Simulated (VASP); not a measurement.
Set up this calculation in VASP 6.6.1, as the native input.

```yaml
Task: relaxation of cell and atoms
Functional: LDA
Potentials_or_basis: VASP PAW LDA potentials, release 64 (Au)
Cutoff: 600 eV
k_mesh: 16 × 16 × 16
Occupations: fermi-dirac, width 0.15 eV
Spin: no spin polarisation
Dipole_correction: no
Further_INCAR_settings: ALGO = Normal; EDIFF = 1e-07; IBRION = 2; EDIFFG = -0.001; NSW = 80; ISIF = 3
```

The structure of Au lies in POSCAR:

```
Au
1.0
    0.0000000000      2.0238288612      2.0238288612
    2.0238288612      0.0000000000      2.0238288612
    2.0238288612      2.0238288612      0.0000000000
Au
1
Direct
    0.0000000000      0.0000000000      0.0000000000
```

The input as run:

INCAR

```
PREC = Accurate
ENCUT = 600
EDIFF = 1E-7
ISMEAR = -1
SIGMA = 0.15
LREAL = F
LASPH = T
NELM = 100
ALGO = Normal
ISIF = 3
LWAVE = F
LCHARG = F
IBRION = 2
NSW = 80
EDIFFG = -0.001
```

KPOINTS

```
Automatic mesh
0
Gamma
  16 16 16
```

Potentials or basis: VASP PAW LDA potentials, release 64 (Au).

The run is started by

```bash
$ cat potpaw_LDA.64/Au/POTCAR > POTCAR
$ mpirun -np 1 vasp_std > vasp.out
```

It gave:

```yaml
Relaxed_volume: 16.64 Å³/atom
Relaxed_cell: a = 2.865 Å, b = 2.865 Å, c = 2.865 Å, α = 60.00°, β = 60.00°, γ = 60.00°
Space_group_after_relaxing_to_0.05_Å: Fm-3m (No. 225)
Energy_gained_by_relaxing: 0.1 meV/atom
Ionic_steps: 15
Pressure_after_relaxing: 0.0 GPa
```

Wall time 110 s on 1 thread of Intel Xeon 8259CL, on a shared host, peak memory 0.16 GiB.
